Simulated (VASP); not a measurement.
Here is a VASP 6.6.1 calculation.

File INCAR:

```
PREC     = Accurate       # precision mode
ENCUT    = 520            # plane-wave cutoff, eV
EDIFF    = 1E-8           # SCF threshold, eV
ISMEAR   = -1             # smearing method
SIGMA    = 0.05           # smearing width, eV
LREAL    = False          # projectors in reciprocal space
LASPH    = True           # aspherical terms in the spheres
NELM     = 100            # most SCF steps
ALGO     = Normal         # electronic algorithm
ISIF     = 2              # what is computed and relaxed
LWAVE    = False          # write WAVECAR
LCHARG   = False          # write CHGCAR
GGA      = PS             # functional
IBRION   = 8              # ionic algorithm
NSW      = 1              # ionic steps
```

KPOINTS

```
regular mesh
0
Gamma
  12 12 10
```

Contents of POSCAR:

```
TaN
1.0
    2.9380000000      0.0000000000      0.0000000000
   -1.4690000000      2.5443800000      0.0000000000
    0.0000000000      0.0000000000      2.8830000000
Ta N
1 1
Direct
    0.3333333333      0.6666666667      0.5000000000
    0.0000000000      0.0000000000      0.0000000000
```

Potentials or basis: VASP PAW PBE potentials, release 64 (Ta_pv, N).

Run with:

```bash
$ cat potpaw_PBE.64/Ta_pv/POTCAR potpaw_PBE.64/N/POTCAR > POTCAR
$ mpirun -np 1 vasp_std > vasp.out
```

Problem. What does it give for the highest phonon frequency at Γ?

Solution. 540 cm⁻¹.

Phonon frequencies in cm⁻¹ (negative: imaginary):
```
              q point        frequencies
(0.000, 0.000, 0.000)  0 0 0 523 523 540
```

Caveat: the cell stands under pressure or tension, which shifts response properties.
